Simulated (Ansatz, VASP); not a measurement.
## MoS2 in VASP and in Ansatz

```
Mo S
1.0
     1.58759    0.91660    6.19394
    -1.58759    0.91660    6.19394
     0.00000   -1.83319    6.19394
Mo S
1 2
Direct
  0.99999 0.99999 0.99999
  0.41700 0.41700 0.41700
  0.24968 0.24968 0.24968
```

Alike in both runs: task single point; functional r2SCAN; k mesh 6 × 6 × 6; occupations gaussian, width 0.5 eV; no spin polarisation.

|  | VASP | Ansatz |
| --- | --- | --- |
| version | VASP 6.6.1 | Ansatz 0.2.0 |
| potentials or method | VASP PAW PBE potentials, release 64 (Mo_sv, S) | plane waves |
| plane-wave cutoff (eV) | 520 | 500 |
| valence electrons in the cell | 26 | 26 |

Ansatz gave:

```
pressure (GPa)                                                : 1.2
traceless stress, the component that is largest in VASP (GPa) : -0.19
rms of the force components (eV/Å)                            : 0.027
```

Question: Estimate VASP's values.

Answer: Pressure (GPa): 1.2; traceless stress, the component that is largest in VASP (GPa): -0.23; rms of the force components (eV/Å): 0.025.

VASP's potentials were made for PBE, not for r2SCAN. Atom by atom the forces differ by 0.002 eV/Å (rms over components).
